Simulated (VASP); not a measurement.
Wanted: the native input for a VASP 6.6.1 run.

```yaml
Task: single point
Functional: LDA
Potentials_or_basis: VASP PAW LDA potentials, release 64 (Mn_pv, O)
Cutoff: 520 eV
k_mesh: 4 × 4 × 7
Occupations: gaussian, width 0.05 eV
Spin: collinear spin, antiferromagnetic start
Starting_moments: "[2.49, -2.49, -0.04, 0.04, -0.04, 0.04] μB"
Hubbard_terms: Mn d U = 1.0 eV
Dipole_correction: no
Further_INCAR_settings: ALGO = Normal; EDIFF = 1e-06; NBANDS = 38
```

The structure of MnO2 lies in POSCAR:

```
MnO2
1.0
    4.3959987700      0.0000000000      0.0000000000
    0.0000000000      4.3959987700      0.0000000000
    0.0000000000      0.0000000000      2.8709991900
Mn O
2 4
Direct
    0.0000000000      0.0000000000      0.0000000000
    0.5000000000      0.5000000000      0.5000000000
    0.3020000000      0.3020000000      0.0000000000
    0.1980000000      0.8020000000      0.5000000000
    0.6980000000      0.6980000000      0.0000000000
    0.8020000000      0.1980000000      0.5000000000
```

The input as run:

INCAR

```
SYSTEM = MnO2
PREC = Accurate
ENCUT = 520
EDIFF = 1E-6
ISMEAR = 0
SIGMA = 0.05
LREAL = .False.
LASPH = .True.
NELM = 150
ALGO = Normal
ISIF = 2
LWAVE = .False.
LCHARG = .True.
ISPIN = 2
MAGMOM = 2.49 -2.49 -0.04 0.04 -0.04 0.04
LORBIT = 11
LMAXMIX = 4
LDAU = .True.
LDAUTYPE = 2
LDAUL = 2 -1
LDAUU = 1 0
LDAUJ = 0 0
LDAUPRINT = 1
LELF = .True.
LVHAR = .True.
NBANDS = 38
```

KPOINTS

```
Automatic mesh
0
Gamma
  4 4 7
  0 0 0
```

Potentials or basis: VASP PAW LDA potentials, release 64 (Mn_pv, O).

Run with:

```sh
$ cat potpaw_LDA.64/Mn_pv/POTCAR potpaw_LDA.64/O/POTCAR > POTCAR
$ mpirun -np 1 vasp_std > vasp.out
```

Results of the run:

```yaml
Pressure: -12.7 GPa
Largest_force: 0.437 eV/Å
Band_gap_on_the_k_mesh: zero (filled and empty bands overlap)
Net_moment: 0.00 μB per cell
Site_moments: Mn +2.53, -2.53; O -0.04, +0.04 μB
Valence_electrons_inside_the_program's_atomic_spheres: Mn 11.76; O 4.99
```

It took 57 s on 1 thread of Intel(R) Xeon(R) Platinum 8488C (Sapphire Rapids) (shared host), peak memory 0.2 GiB.
